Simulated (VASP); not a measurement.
Input of a VASP 6.6.1 run:

Contents of INCAR:

```
SYSTEM = Ni
  PREC = Accurate
  ENCUT = 520
  EDIFF = 1E-6
  ISMEAR = -1
  SIGMA = 0.1
  LREAL = .FALSE.
  LASPH = .TRUE.
  NELM = 150
  ALGO = Normal
  ISIF = 2
  LWAVE = .FALSE.
  LCHARG = .FALSE.
  ISPIN = 2
  MAGMOM = 2 2
  LORBIT = 11
  LMAXMIX = 4
  GGA = PE
  NBANDS = 21
```

The input KPOINTS:

```
Automatic mesh
0
G
  14 14 7
  0 0 0
```

Contents of POSCAR:

```
Ni
1.0
    0.0000000000      1.8075000000      1.8075000000
    1.8075000000      0.0000000000      1.8075000000
    3.6150000000      3.6150000000      0.0000000000
Ni
2
Direct
    0.0000000000      0.0000000000      0.0000000000
    0.0000000000      0.0000000000      0.5000000000
```

Potentials or basis: VASP PAW PBE potentials, release 64 (Ni).

Command:

```bash
$ cat potpaw_PBE.64/Ni/POTCAR > POTCAR
$ mpirun -np 1 vasp_std > vasp.out
```

Q: What does it give for the site moments?

A: Ni +0.66 μB.

Q: Estimate the net moment.

A: 1.28 μB per cell.

Caveat: the cell stands under tension.
